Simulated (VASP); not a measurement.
# AlAs (lda) (F-43m) in VASP: further runs

AlAs (lda) is run at these levels: LDA; tasks: single point.

All numbers are computed with VASP 6.6.1; they aren't measurements. Logs are shortened: lines on timing, memory, paths and dates and some standing lists are left out, and cuts for length are marked.

## 1. The cell of the first run

It takes space group F-43m (No. 216, cubic). The conventional cell has a = 5.661 Å, b = 5.661 Å, c = 5.661 Å, α = 90.00°, β = 90.00°, γ = 90.00°. Within 3.2 Å of Al (site symmetry -43m) lie 4 As at 2.45 Å. As (site symmetry -43m) has 4 Al at 2.45 Å within 3.2 Å.

## 2. Single point, LDA

INCAR

```
PREC = Accurate
ENCUT = 500
EDIFF = 1E-6
ISMEAR = 0
SIGMA = 0.1
LREAL = F
LASPH = T
NELM = 120
ALGO = Normal
ISIF = 2
LWAVE = F
LCHARG = F
NBANDS = 11
GGA_COMPAT = F
```

KPOINTS

```
regular mesh
0
Gamma
  6 6 6
```

POSCAR

```
AlAs
1.0
    0.0000000000      2.8305000000      2.8305000000
    2.8305000000      0.0000000000      2.8305000000
    2.8305000000      2.8305000000      0.0000000000
Al As
1 1
Direct
    0.0000000000      0.0000000000      0.0000000000
    0.2500000000      0.2500000000      0.2500000000
```

Potentials or basis: VASP PAW LDA potentials, release 64 (Al, As).

Run with:

```bash
$ cat potpaw_LDA.64/Al/POTCAR potpaw_LDA.64/As/POTCAR > POTCAR
$ mpirun -np 1 vasp_std > vasp.out
```

OUTCAR:

```text
PREC = Accurate
   ENCUT = 500
   EDIFF = 1E-6
   ISMEAR = 0
   LREAL = F
   LASPH = T
   NELM = 120
   ISIF = 2

 ion  position               nearest neighbor table
   1  0.000  0.000  0.000-   2 2.45   2 2.45   2 2.45   2 2.45
   2  0.250  0.250  0.250-   1 2.45   1 2.45   1 2.45   1 2.45

  LATTYP: Found a face centered cubic cell.
 ALAT       =     5.6610000000

  Lattice vectors:

 A1 = (   0.0000000000,   2.8305000000,   2.8305000000)
 A2 = (   2.8305000000,   0.0000000000,   2.8305000000)
 A3 = (   2.8305000000,   2.8305000000,   0.0000000000)

Analysis of symmetry for initial positions (statically):
=====================================================================
 Subroutine PRICEL returns:
 Original cell was already a primitive cell.

 Routine SETGRP: Setting up the symmetry group for a
 face centered cubic supercell.

 Subroutine GETGRP returns: Found 24 space group operations
 (whereof 24 operations were pure point group operations)
 out of a pool of 48 trial point group operations.

The static configuration has the point symmetry T_d .

Analysis of symmetry for dynamics (positions and initial velocities):
=====================================================================
 Subroutine PRICEL returns:
 Original cell was already a primitive cell.

 Routine SETGRP: Setting up the symmetry group for a
 face centered cubic supercell.

 Subroutine GETGRP returns: Found 24 space group operations
 (whereof 24 operations were pure point group operations)
 out of a pool of 48 trial point group operations.

The dynamic configuration has the point symmetry T_d .

 Subroutine INISYM returns: Found 24 space group operations
 (whereof 24 operations are pure point group operations),
 and found     1 'primitive' translations

----------------------------------------------------------------------------------------

                                     Primitive cell

  volume of cell :      45.3544

  direct lattice vectors                    reciprocal lattice vectors
     0.000000000  2.830500000  2.830500000    -0.176647235  0.176647235  0.176647235
     2.830500000  0.000000000  2.830500000     0.176647235 -0.176647235  0.176647235
     2.830500000  2.830500000  0.000000000     0.176647235  0.176647235 -0.176647235

  length of vectors
     4.002931488  4.002931488  4.002931488     0.305961987  0.305961987  0.305961987

  position of ions in fractional coordinates (direct lattice)
     0.000000000  0.000000000  0.000000000
     0.250000000  0.250000000  0.250000000

  ion indices of the primitive-cell ions
   primitive index   ion index
                 1           1
                 2           2

----------------------------------------------------------------------------------------

 KPOINTS: regular mesh

Automatic generation of k-mesh.
 Grid dimensions read from file:
 generate k-points for:    6    6    6

 Generating k-lattice:

  Cartesian coordinates                     Fractional coordinates (reciprocal lattice)
    -0.029441206  0.029441206  0.029441206     0.166666667  0.000000000  0.000000000
     0.029441206 -0.029441206  0.029441206     0.000000000  0.166666667  0.000000000
     0.029441206  0.029441206 -0.029441206     0.000000000  0.000000000  0.166666667

  Length of vectors
     0.050993664  0.050993664  0.050993664

  Shift w.r.t. Gamma in fractional coordinates (k-lattice)
     0.000000000  0.000000000  0.000000000

 Subroutine IBZKPT returns following result:
 ===========================================

 Found     16 irreducible k-points:

 Following reciprocal coordinates:
            Coordinates               Weight
  0.000000  0.000000  0.000000      1.000000
  0.166667  0.000000  0.000000      8.000000
  0.333333  0.000000  0.000000      8.000000
  0.500000  0.000000  0.000000      4.000000
  0.166667  0.166667  0.000000      6.000000
  0.333333  0.166667  0.000000     24.000000
[... 8 lines left out ...]
 -0.333333  0.333333  0.166667     24.000000
 -0.333333  0.500000  0.166667     12.000000
   k-points           NKPTS =     16   k-points in BZ     NKDIM =     16   number of bands    NBANDS=     11
   number of dos      NEDOS =    301   number of ions     NIONS =      2
   total plane-waves  NPLWV =  27000
   dimension x,y,z NGX =    30 NGY =   30 NGZ =   30
   dimension x,y,z NGXF=    60 NGYF=   60 NGZF=   60
   ions per type =               1   1
   NGX,Y,Z   is equivalent  to a cutoff of  12.46, 12.46, 12.46 a.u.
   NGXF,Y,Z  is equivalent  to a cutoff of  24.92, 24.92, 24.92 a.u.
 SYSTEM =  unknown system
   PREC   = accura    normal or accurate (medium, high low for compatibility)
   ISTART =      0    job   : 0-new  1-cont  2-samecut
   ICHARG =      2    charge: 1-file 2-atom 10-const
   ISPIN  =      1    spin polarized calculation?
   LNONCOLLINEAR =      F non collinear calculations
   LSORBIT =      F    spin-orbit coupling
   LASPH  =      T    aspherical Exc in radial PAW
   ENCUT  =  500.0 eV  36.75 Ry    6.06 a.u.   7.30  7.30  7.30*2*pi/ulx,y,z
   NELM   =    120;   NELMIN=  2; NELMDL= -5     # of ELM steps
   EDIFF  = 0.1E-05   stopping-criterion for ELM
   LREAL  =      F    real-space projection
   EDIFFG = 0.1E-04   stopping-criterion for IOM
   NSW    =      0    number of steps for IOM
   IBRION =     -1    ionic relax: 0-MD 1-quasi-New 2-CG
   NFREE  =      0    steps in history (QN), initial steepest desc. (CG)
   ISIF   =      2    stress and relaxation
   ISYM   =      2    0-nonsym 1-usesym 2-fastsym
   POTIM  = 0.5000    time-step for ionic-motion
   TEBEG  =    0.0;   TEEND  =   0.0 temperature during run
   PSTRESS=    0.0 pullay stress
   NELECT =       8.0000    total number of electrons
   NUPDOWN=      -1.0000    fix difference up-down
   EMIN   =  10.00;   EMAX   =-10.00  energy-range for DOS
   EFERMI =   0.00;   METHOD = LEGACY
   ISMEAR =     0;   SIGMA  =   0.10  broadening in eV -4-tet -1-fermi 0-gaus
   EFERMI_NEDOS =   21; number of points for ismear=-14 and -15
   IALGO  =     38    algorithm
   IMIX   =      4    mixing-type and parameters
     AMIX     =   0.40;   BMIX     =  1.00
     AMIX_MAG =   1.60;   BMIX_MAG =  1.00
  volume/ion in A,a.u.               =      22.68       153.03
  Fermi-wavevector in a.u.,A,eV,Ry     =   0.918118  1.734991 11.468895  0.842940
  Thomas-Fermi vector in A             =   2.043163
   LORBIT       =      0    0 simple, 1 ext, 2 COOP (PROOUT), +10 PAW based schemes
   GGA     = CA    functional components
   LHFCALC =     F    Hartree Fock is set to
   AEXX    =    0.0000 exact exchange contribution
   IVDW    =     0    specifies the selected vdW correction
   LEPSILON=     F    determine dielectric tensor
   LRPA    =     F    only Hartree local field effects (RPA)
 non-spin polarized calculation
 Gauss-broadening in eV      SIGMA  =   0.10
  energy-cutoff  :      500.00
  volume of cell :       45.35
 maximum number of plane-waves:      1167
 NGX is ok and might be reduce to    30
   NGX = 15   NGY = 15   NGZ = 15

 number of electron       8.0000000 magnetization

 Free energy of the ion-electron system (eV)
  ---------------------------------------------------
  ext. energy  EPLUGINS =         0.00000000
  ---------------------------------------------------
  free energy    TOTEN  =       -10.50120142 eV

  energy without entropy =      -10.50120142  energy(sigma->0) =      -10.50120142

 E-fermi :   4.2590     XC(G=0):  -9.2769

 val. band max:        3.7869128042   @ k =   0.0000   0.0000   0.0000
 cond. band min:       5.1203674908   @ k =   0.5000   0.5000   0.0000
 fundamental gap:      1.3334546867
 Fermi energy:         4.2589587445

 k-point     1 :       0.0000    0.0000    0.0000
  band No.  band energies     occupation
      1      -8.1072      2.00000
      2       3.7869      2.00000
      3       3.7869      2.00000
      4       3.7869      2.00000
      5       5.6671      0.00000
      6       8.0279      0.00000
      7       8.0279      0.00000
      8       8.0279      0.00000
      9      12.4080      0.00000
     10      12.8164      0.00000
     11      12.8164      0.00000

 k-point     2 :       0.1667    0.0000    0.0000
  band No.  band energies     occupation
      1      -7.8396      2.00000
      2       1.6582      2.00000
      3       3.5233      2.00000
      4       3.5233      2.00000
      5       6.4863      0.00000
      6       8.4625      0.00000
      7       8.4625      0.00000
      8       8.8818      0.00000
      9      11.9996      0.00000
     10      11.9996      0.00000
     11      13.3177      0.00000

 k-point     3 :       0.3333    0.0000    0.0000
  band No.  band energies     occupation
      1      -7.1625      2.00000
      2      -0.7357      2.00000
      3       3.1230      2.00000
      4       3.1230      2.00000
      5       6.0333      0.00000
      6       8.5997      0.00000
      7       8.5997      0.00000
      8      11.1404      0.00000
      9      12.7951      0.00000
     10      12.7951      0.00000
     11      12.9631      0.00000

 k-point     4 :       0.5000    0.0000    0.0000
  band No.  band energies     occupation
      1      -6.6912      2.00000
      2      -1.8122      2.00000
      3       2.9617      2.00000
      4       2.9617      2.00000
      5       5.8051      0.00000
      6       8.4182      0.00000
      7       8.4182      0.00000
      8      11.3664      0.00000
      9      14.7652      0.00000
     10      15.2720      0.00000
     11      15.2720      0.00000
[... 127 lines left out ...]
 k-point    14 :       0.5000    0.3333    0.1667
  band No.  band energies     occupation
      1      -6.6390      2.00000
      2      -0.8772      2.00000
      3       1.0452      2.00000
      4       2.1292      2.00000
      5       7.3734      0.00000
      6       8.2457      0.00000
      7       8.8557      0.00000
      8      11.6281      0.00000
      9      12.9744      0.00000
     10      14.3854      0.00000
     11      16.6820      0.00000

 k-point    15 :      -0.3333    0.3333    0.1667
  band No.  band energies     occupation
      1      -6.2805      2.00000
      2      -1.3561      2.00000
      3       0.5878      2.00000
      4       1.7465      2.00000
      5       7.6393      0.00000
      6       8.2821      0.00000
      7      10.4109      0.00000
      8      11.1048      0.00000
      9      12.0560      0.00000
     10      15.1722      0.00000
     11      16.5018      0.00000

 k-point    16 :      -0.3333    0.5000    0.1667
  band No.  band energies     occupation
      1      -6.1210      2.00000
      2      -1.4234      2.00000
      3       0.8292      2.00000
      4       1.0786      2.00000
      5       6.8712      0.00000
      6       7.8150      0.00000
      7      10.8173      0.00000
      8      11.5221      0.00000
      9      14.2499      0.00000
     10      16.0300      0.00000
     11      16.2468      0.00000

------------------------ aborting loop because EDIFF is reached ----------------------------------------

  FORCE on cell =-STRESS in cart. coord.  units (eV):
  Direction    XX          YY          ZZ          XY          YZ          ZX
  --------------------------------------------------------------------------------------
  -------------------------------------------------------------------------------------
  Total       -0.2539019     -0.2539019     -0.2539019      0.0000000      0.0000000     -0.0000000
  in kB       -8.9692684     -8.9692684     -8.9692684      0.0000000      0.0000000     -0.0000000
  external PRESSURE =      -8.9692684 kB  Pullay stress =       0.0000000 kB

 VOLUME and BASIS-vectors are now :
 -----------------------------------------------------------------------------
  energy-cutoff  :      500.00
  volume of cell :       45.35
      direct lattice vectors                 reciprocal lattice vectors
     0.000000000  2.830500000  2.830500000    -0.176647235  0.176647235  0.176647235
     2.830500000  0.000000000  2.830500000     0.176647235 -0.176647235  0.176647235
     2.830500000  2.830500000  0.000000000     0.176647235  0.176647235 -0.176647235

 POSITION                                       TOTAL-FORCE (eV/Angst)
 -----------------------------------------------------------------------------------
      0.00000      0.00000      0.00000        -0.000000     -0.000000     -0.000000
      1.41525      1.41525      1.41525         0.000000      0.000000      0.000000
 -----------------------------------------------------------------------------------
    total drift:                               -0.000000     -0.000000     -0.000000

  FREE ENERGIE OF THE ION-ELECTRON SYSTEM (eV)
  ---------------------------------------------------
  free  energy   TOTEN  =       -10.5012014188 eV

  energy  without entropy=      -10.5012014188  energy(sigma->0) =      -10.50120142
```

It took 13 s on 1 thread of Intel Xeon 8259CL, shared host; peak memory 0.14 GiB.

Results:

```
Free energy            : -10.5012 eV
Pressure               : -0.9 GPa
Band gap on the k mesh : 1.33 eV, indirect (least direct gap 1.88 eV)
```

Levels at points of the mesh, in eV from the valence-band top:
| k point | band 2 | band 3 | band 4 | band 5 | band 6 | band 7 |
| --- | --- | --- | --- | --- | --- | --- |
| (0.00, 0.00, 0.00) | 0.00 | 0.00 | 0.00 | 1.88 | 4.24 | 4.24 |
| (0.50, 0.00, 0.00) | -5.60 | -0.83 | -0.83 | 2.02 | 4.63 | 4.63 |
| (0.50, 0.50, 0.00) | -5.45 | -2.18 | -2.18 | 1.33 | 2.19 | 10.20 |

## 3. Single point, LDA

This run uses another cell than the first one, of 22.30 Å³/atom, 0.983 times its volume.

INCAR

```
SYSTEM = AlAs
ALGO = Normal
EDIFF = 1E-6
ENCUT = 500
GGA = CA
GGA_COMPAT = .False.
ISIF = 2
ISMEAR = 0
LASPH = .True.
LCHARG = .True.
LELF = .True.
LREAL = .False.
LVHAR = .True.
LWAVE = .False.
NBANDS = 11
NELM = 120
PREC = Accurate
SIGMA = 0.02
```

KPOINTS

```
k-points
0
Gamma
  8 8 8
  0 0 0
```

POSCAR

```
AlAs
1.0
    0.0000000000      2.8145443629      2.8145443629
    2.8145443629      0.0000000000      2.8145443629
    2.8145443629      2.8145443629      0.0000000000
Al As
1 1
Direct
    0.0000000000      0.0000000000      0.0000000000
    0.2500000000      0.2500000000      0.2500000000
```

Potentials or basis: VASP PAW LDA potentials, release 64 (Al, As).

Run with:

```bash
$ cat potpaw_LDA.64/Al/POTCAR potpaw_LDA.64/As/POTCAR > POTCAR
$ mpirun -np 1 vasp_std > vasp.out
```

Wall time 22 s (1 thread of Intel Xeon 8259CL, shared host); peak memory 0.15 GiB.

It converged, with:

```
Free energy            : -10.5139 eV
Pressure               : 0.4 GPa
Band gap on the k mesh : 1.31 eV, indirect (least direct gap 2.02 eV)
```

Levels at points of the mesh, in eV from the valence-band top:
| k point | band 1 | band 2 | band 3 | band 4 | band 5 | band 6 | band 7 | band 8 | band 9 |
| --- | --- | --- | --- | --- | --- | --- | --- | --- | --- |
| (0.00, 0.00, 0.00) | -11.99 | 0.00 | 0.00 | 0.00 | 2.02 | 4.27 | 4.27 | 4.27 | 8.72 |
| (0.50, 0.00, 0.00) | -10.53 | -5.67 | -0.84 | -0.84 | 2.09 | 4.65 | 4.65 | 7.62 | 11.12 |
| (0.50, 0.50, 0.00) | -9.97 | -5.51 | -2.22 | -2.22 | 1.31 | 2.20 | 10.33 | 10.33 | 11.76 |

A k mesh can miss the band edges.

(Continued in part 2 of 2.)
